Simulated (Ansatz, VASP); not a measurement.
TiSi2 in VASP and in Ansatz

```
Ti Si
1.0
     1.76443   -6.75894    0.00000
     1.76443    6.75894    0.00000
     0.00000    0.00000    3.56510
Ti Si
2 4
Cartesian
  1.7644 -5.3640 2.6738
  1.7644 5.3640 0.8913
  1.7644 -0.7876 2.6738
  1.7644 0.7876 0.8913
  1.7644 3.3819 2.6738
  1.7644 -3.3819 0.8913
```

Alike in both runs: functional r2SCAN; k mesh 10 × 10 × 10; occupations gaussian, width 0.1 eV; no spin polarisation.

Ansatz relaxed the structure, and its values are those at the end. VASP's run is a single point on that final structure, the one shown.

|  | VASP | Ansatz |
| --- | --- | --- |
| version | VASP 6.6.1 | Ansatz 0.2.0 |
| potentials or method | VASP PAW PBE potentials, release 64 (Ti_sv, Si), cutoff 520 eV | scalar-relativistic, plane waves, PAW |
| valence electrons in the cell | 40 | 40 |

Ansatz gave:

- gap on the k mesh at the Fermi level (eV): none
- pressure (GPa): 0.0
- rms of the force components (eV/Å): 0.001

Task: Estimate VASP's values.

Result: gap on the k mesh at the Fermi level (eV): none; pressure (GPa): 0.2; rms of the force components (eV/Å): 0.005.

VASP's potentials were made for PBE, not for r2SCAN. A gap of «none» marks a metal or a gap that the smearing closes.
